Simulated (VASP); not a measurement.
# MgS (Fm-3m) in VASP: further runs, part 3 of 3

VASP 6.6.1. Earlier steps stand in the parts before.

## (5) Vibrations by perturbation theory, LDA (17.11 Å³/atom)

This run uses another cell than the first one, of 17.11 Å³/atom.

INCAR

```
PREC = Accurate
ENCUT = 520
EDIFF = 1E-8
ISMEAR = 0
SIGMA = 0.01
LREAL = False
LASPH = True
NELM = 80
ALGO = Normal
ISIF = 2
LWAVE = False
LCHARG = True
NBANDS = 11
IBRION = 8
NSW = 1
```

KPOINTS

```
Automatic mesh
0
Gamma
  8 8 8
```

POSCAR

```
MgS
1.0
    0.0000000000      2.5769397773      2.5769397773
    2.5769397773      0.0000000000      2.5769397773
    2.5769397773      2.5769397773      0.0000000000
Mg S
1 1
Direct
    0.0000000000      0.0000000000      0.0000000000
    0.5000000000      0.5000000000      0.5000000000
```

Potentials or basis: VASP PAW LDA potentials, release 64 (Mg, S).

The run is started by

```
$ cat potpaw_LDA.64/Mg/POTCAR potpaw_LDA.64/S/POTCAR > POTCAR
$ mpirun -np 1 vasp_std > vasp.out
```

OUTCAR:

```text
PREC = Accurate
   ENCUT = 520
   EDIFF = 1E-8
   ISMEAR = 0
   LREAL = False
   LASPH = True
   NELM = 80
   ISIF = 2
   IBRION = 8
   NSW = 1

 ion  position               nearest neighbor table
   1  0.000  0.000  0.000-   2 2.58   2 2.58   2 2.58   2 2.58   2 2.58   2 2.58
   2  0.500  0.500  0.500-   1 2.58   1 2.58   1 2.58   1 2.58   1 2.58   1 2.58

  LATTYP: Found a face centered cubic cell.
 ALAT       =     5.1538795546

  Lattice vectors:

 A1 = (   0.0000000000,   2.5769397773,   2.5769397773)
 A2 = (   2.5769397773,   0.0000000000,   2.5769397773)
 A3 = (   2.5769397773,   2.5769397773,   0.0000000000)

Analysis of symmetry for initial positions (statically):
=====================================================================
 Subroutine PRICEL returns:
 Original cell was already a primitive cell.

 Routine SETGRP: Setting up the symmetry group for a
 face centered cubic supercell.

 Subroutine GETGRP returns: Found 48 space group operations
 (whereof 48 operations were pure point group operations)
 out of a pool of 48 trial point group operations.

The static configuration has the point symmetry O_h .

Analysis of symmetry for dynamics (positions and initial velocities):
=====================================================================
 Subroutine PRICEL returns:
 Original cell was already a primitive cell.

 Routine SETGRP: Setting up the symmetry group for a
 face centered cubic supercell.

[... 521 lines left out ...]
      2.57694      2.57694      2.57694        -0.000000      0.000000     -0.000000
 -----------------------------------------------------------------------------------
    total drift:                                0.000000      0.000000      0.000000

  FREE ENERGIE OF THE ION-ELECTRON SYSTEM (eV)
  ---------------------------------------------------
  free  energy   TOTEN  =        -9.5885832712 eV

  energy  without entropy=       -9.5885832712  energy(sigma->0) =       -9.58858327

[... ionic steps 2 to 3 ...]

--------------------------------------- Ionic step        4  -------------------------------------------

------------------------ aborting loop because EDIFF is reached ----------------------------------------

[... ionic steps 5 to 6 ...]

--------------------------------------- Ionic step        7  -------------------------------------------

 Free energy of the ion-electron system (eV)
  ---------------------------------------------------
  ---------------------------------------------------
  free energy    TOTEN  =        -0.10521852 eV

  energy without entropy =       -0.10521852

------------------------ aborting loop because EDIFF is reached ----------------------------------------

 INTERNAL STRAIN TENSOR  FOR ION    2  DIRECTION 1   (eV/Angst):
 -----------------------------------------------------------------------------
    -0.01357  0.00000 -0.00000
     0.00000  0.01604 -0.00000
     0.00000 -0.00000  0.01604

 INTERNAL STRAIN TENSOR FOR ION    2 for displacements in x,y,z  (eV/Angst):
          X           Y           Z          XY          YZ          ZX
  --------------------------------------------------------------------------------
  x     0.00000     0.00000     0.00000     0.00000     0.00000     0.00000
  y     0.00000     0.00000     0.00000     0.00000     0.00000     0.00000
  z     0.00000     0.00000     0.00000     0.00000     0.00000     0.00000

 SECOND DERIVATIVES (NOT SYMMETRIZED)
 ------------------------------------
               1X          1Y          1Z          2X          2Y          2Z
  1X    -2.975150    0.000000    0.000000    2.975150    0.000000    0.000000
  1Y     0.000000   -2.975150    0.000000    0.000000    2.975150    0.000000
  1Z     0.000000    0.000000   -2.975150    0.000000    0.000000    2.975150
  2X     2.973382    0.000000    0.000000   -2.973382    0.000000    0.000000
  2Y     0.000000    2.973382    0.000000    0.000000   -2.973382    0.000000
  2Z     0.000000    0.000000    2.973382    0.000000    0.000000   -2.973382

 Eigenvectors and eigenvalues of the dynamical matrix
 ----------------------------------------------------

   1 f  =    7.251155 THz    45.560350 2PiTHz  241.872490 cm-1    29.988353 meV
             X         Y         Z           dx          dy          dz
      0.000000  0.000000  0.000000     0.326637   -0.678732    0.040194
      2.576940  2.576940  2.576940    -0.284290    0.590738   -0.034983
[... 21 lines left out ...]
   6 f/i=    0.001067 THz     0.006706 2PiTHz    0.035601 cm-1     0.004414 meV
             X         Y         Z           dx          dy          dz
      0.000000  0.000000  0.000000     0.654433   -0.052043    0.004935
      2.576940  2.576940  2.576940     0.751915   -0.059796    0.005670

--------------------------------------------------------------------------------------------------------

 ELASTIC MODULI CONTR FROM IONIC RELAXATION (kBar)
 Direction    XX          YY          ZZ          XY          YZ          ZX
 --------------------------------------------------------------------------------
 XX           0.0000      0.0000      0.0000      0.0000      0.0000      0.0000
 YY           0.0000      0.0000      0.0000      0.0000      0.0000      0.0000
 ZZ           0.0000      0.0000      0.0000      0.0000      0.0000      0.0000
 XY           0.0000      0.0000      0.0000      0.0000      0.0000      0.0000
 YZ           0.0000      0.0000      0.0000      0.0000      0.0000      0.0000
 ZX           0.0000      0.0000      0.0000      0.0000      0.0000      0.0000
 --------------------------------------------------------------------------------
```

OSZICAR:

```text
N       E                     dE             d eps       ncg     rms          rms(c)
DAV:   1     0.203720383800E+02    0.20372E+02   -0.35884E+03   670   0.593E+02
DAV:   2    -0.873762515852E+01   -0.29110E+02   -0.28281E+02   820   0.101E+02
DAV:   3    -0.100091130777E+02   -0.12715E+01   -0.12690E+01   771   0.222E+01
DAV:   4    -0.100166566082E+02   -0.75435E-02   -0.75428E-02   749   0.205E+00
[... 36 lines left out ...]
RMM:   7    -0.105224912869E+00   -0.17763E-04   -0.26209E-07  2050   0.233E-03    0.127E-03
RMM:   8    -0.105219612247E+00    0.53006E-05   -0.12263E-08  2140   0.566E-04    0.721E-04
RMM:   9    -0.105218633729E+00    0.97852E-06    0.53228E-10  2241   0.106E-04    0.151E-04
RMM:  10    -0.105218622104E+00    0.11624E-07   -0.58704E-09  2337   0.230E-05    0.238E-05
RMM:  11    -0.105218526734E+00    0.95371E-07   -0.50663E-08  2217   0.179E-05    0.866E-06
RMM:  12    -0.105218518808E+00    0.79255E-08   -0.59540E-08  2343   0.119E-05    0.888E-07
 Linear response finished
```

stdout:

```text
POSCAR found type information on POSCAR MgS
 POSCAR found :  2 types and       2 ions
 scaLAPACK will be used
 LDA part: xc-table for (Slater(with rela. corr.)+CA(PZ))
 , standard interpolation
 POSCAR, INCAR and KPOINTS ok, starting setup
 FFT: planning ... GRIDC
 FFT: planning ... GRID_SOFT
 FFT: planning ... GRID
 WAVECAR not read
 entering main loop
 Linear response reoptimize wavefunctions to high precision
 Linear response DOF=           2
 Linear response progress:
 first order change of Fermi-energy  -0.35834E-04
 force on displaced ion       1 direction 1 :  -2.975   0.000   0.000
 Linear response progress:
 first order change of Fermi-energy   0.11374E-02
 force on displaced ion       2 direction 1 :  -2.973   0.000   0.000
 Linear response finished
```

Run time: 1.9 min. Hardware: 1 thread of Intel Xeon 8259CL, shared host; peak memory 0.2 GiB.

What came out:

```
Highest phonon frequency at Γ, LO-TO splitting left out : 242 cm⁻¹
```

Phonon frequencies in cm⁻¹ (negative: imaginary):
| q point | frequencies |
| --- | --- |
| (0.000, 0.000, 0.000) | 0 0 0 242 242 242 |

Caveat: the cell stands under pressure or tension, which shifts response properties.
